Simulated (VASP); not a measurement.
A run of VASP 6.6.1 is set up as follows.

File INCAR:

```
ALGO = Normal
EDIFF = 1E-6
ENCUT = 520
GGA = PE
ISIF = 2
ISMEAR = 0
ISPIN = 2
LASPH = T
LCHARG = F
LMAXMIX = 4
LORBIT = 11
LREAL = F
LWAVE = F
MAGMOM = 3 3 3
NBANDS = 24
NELM = 150
PREC = Accurate
SIGMA = 0.1
```

File KPOINTS:

```
k-points
0
Gamma
  6 6 8
```

POSCAR

```
Co
1.0
    4.1443119443      0.0000000000      0.0000000000
   -2.0721559722      3.5890794250      0.0000000000
    0.0000000000      0.0000000000      2.5406434094
Co
3
Direct
    0.0000000000      0.0000000000      0.0000000000
    0.3333333333      0.6666666667      0.5000000000
    0.6666666667      0.3333333333      0.5000000000
```

Potentials or basis: VASP PAW PBE potentials, release 64 (Co).

Launch:

```bash
$ cat potpaw_PBE.64/Co/POTCAR > POTCAR
$ mpirun -np 1 vasp_std > vasp.out
```

(1) Estimate the net moment.

(2) What does it give for the site moments?

Answers

(1) 5.20 μB per cell.

(2) Co +1.74, +1.79 μB.
